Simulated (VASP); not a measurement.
Here is a VASP 6.6.1 calculation.

The input INCAR:

```
SYSTEM = Rh
PREC = Accurate
ENCUT = 520
EDIFF = 1E-6
ISMEAR = -1
SIGMA = 0.05
LREAL = .False.
LASPH = .True.
NELM = 60
ALGO = Fast
ISIF = 2
LWAVE = .False.
LCHARG = .False.
GGA = CA
NBANDS = 22
```

Contents of KPOINTS:

```
Automatic mesh
0
Gamma
  11 11 6
  0 0 0
```

The input POSCAR:

```
Rh
1.0
    2.7309790422      0.0000000000      0.0000000000
   -1.3654895211      2.3650972278      0.0000000000
    0.0000000000      0.0000000000      4.4284890000
Rh
2
Direct
    0.3333333333      0.6666666667      0.2500000000
    0.6666666667      0.3333333333      0.7500000000
```

Potentials or basis: VASP PAW LDA potentials, release 64 (Rh_pv).

Launch:

```sh
$ cat potpaw_LDA.64/Rh_pv/POTCAR > POTCAR
$ mpirun -np 1 vasp_std > vasp.out
```

(1) Estimate the band gap on the k mesh.

(2) Estimate the pressure.

## Answers

(1) zero (band 15 reaches 11.66 eV, above the bottom of band 16 at 9.44 eV).

(2) -18.6 GPa.
